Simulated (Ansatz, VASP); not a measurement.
## TiO2 in VASP and in Ansatz

```
CELL_PARAMETERS angstrom
4.59400 0.00000 0.00000
0.00000 4.59400 0.00000
0.00000 0.00000 2.89982
ATOMIC_POSITIONS crystal
Ti 0.00000 0.00000 0.00000
Ti 0.50000 0.50000 0.50000
O 0.30335 0.30335 0.00000
O 0.19665 0.80335 0.50000
O 0.69665 0.69665 0.00000
O 0.80335 0.19665 0.50000
```

Change from the starting cell: z stretched by -2 %, ions relaxed.

Alike in both runs: functional PBE; k mesh 7 × 7 × 10; occupations fermi-dirac, width 0.02 eV; no spin polarisation.

Ansatz relaxed the structure, and its values are those at the end. VASP's run is a single point on that final structure, the one shown.

```csv
,VASP,Ansatz
version,VASP 6.6.1,Ansatz 0.2.0
potentials or method,"VASP PAW PBE potentials, release 64 (Ti_sv, O)","plane-wave PAW, scalar-relativistic"
plane-wave cutoff (eV),520,420
valence electrons in the cell,48,48
```

Ansatz gave:

| Property | Result |
| --- | --- |
| gap on the k mesh at the Fermi level (eV) | 1.91 |
| pressure (GPa) | 10.7 |
| rms of the force components (eV/Å) | 0.000 |

Task: Which values does VASP return?

Result: gap on the k mesh at the Fermi level (eV): 1.88; pressure (GPa): 11.4; rms of the force components (eV/Å): 0.014.

With one functional, cell and mesh, what is left measures potentials, basis and numerics. Ansatz's warnings: stress scf threshold loose.
